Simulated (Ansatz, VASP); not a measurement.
# Two plane-wave programs on SrTe

The input POSCAR:

```
SrTe
1.0
    0.0000000000      3.3526569095      3.3526569095
    3.3526569095      0.0000000000      3.3526569095
    3.3526569095      3.3526569095      0.0000000000
Sr Te
1 1
Direct
    0.0000000000      0.0000000000      0.0000000000
    0.5000000000      0.5000000000      0.5000000000
```

The input INCAR.step1:

```
PREC = Accurate
ENCUT = 400
EDIFF = 1E-5
ISMEAR = 0
SIGMA = 0.01
LREAL = F
LASPH = T
NELM = 120
ALGO = Normal
ISIF = 2
LWAVE = T
LCHARG = F
GGA = PE
NBANDS = 15
GGA_COMPAT = F
```

Contents of INCAR.step2:

```
PREC = Accurate
ENCUT = 400
EDIFF = 1E-6
ISMEAR = 0
SIGMA = 0.01
LREAL = F
LASPH = T
NELM = 120
ALGO = Normal
ISIF = 2
LWAVE = F
LCHARG = F
GGA = PE
LHFCALC = T
HFSCREEN = 0.2079
PRECFOCK = Normal
ISTART = 1
NBANDS = 15
GGA_COMPAT = F
```

KPOINTS

```
regular mesh
0
Gamma
  4 4 4
```

Input for Ansatz:

```yaml
crystal:
  lattice:
    - [0.0, 3.3526569095, 3.3526569095]
    - [3.3526569095, 0.0, 3.3526569095]
    - [3.3526569095, 3.3526569095, 0.0]
  atoms:
    - { symbol: Sr, position: [0.0, 0.0, 0.0] }
    - { symbol: Te, position: [0.5, 0.5, 0.5] }
kpoints:
  mp_grid: { grid: [4, 4, 4] }
  band_path:
    path:
      - [0.0, 0.0, 0.0]
      - [0.5, 0.0, 0.5]
      - [0.625, 0.25, 0.625]
      - [0.375, 0.375, 0.75]
      - [0.5, 0.5, 0.5]
      - [0.5, 0.25, 0.75]
      - [0.0, 0.5, 0.5]
    npoints: 1
hamiltonian:
  xc: hse06
scf:
  occupations: { method: fixed }
  n_extra_bands: 4
output:
  forces: true
  stress: true
  eigenvalues: true
```

Alike in both runs: task single point; functional HSE06; k mesh 4 × 4 × 4; no spin polarisation.

```csv
,VASP,Ansatz
version,VASP 6.6.1,Ansatz 0.2.0
potentials or method,"VASP PAW PBE potentials, release 64 (Sr_sv, Te)","plane waves, PAW"
plane-wave cutoff (eV),400,420
occupations,"gaussian, width 0.01 eV",fixed
valence electrons in the cell,16,26
```

|  | VASP | Ansatz | Ansatz less VASP |
| --- | --- | --- | --- |
| gap on the k mesh at the Fermi level (eV) | 2.49 | 2.49 | 0.000 |
| pressure (GPa) | -0.1 | -0.1 | +0.06 |

VASP's potentials hold 16 valence electrons a cell and Ansatz's 26, so a difference there can come from the potentials and not from the codes. Ansatz's warnings: stress exchange threshold loose, stress scf threshold loose.

Neither program's run includes spin-orbit coupling.
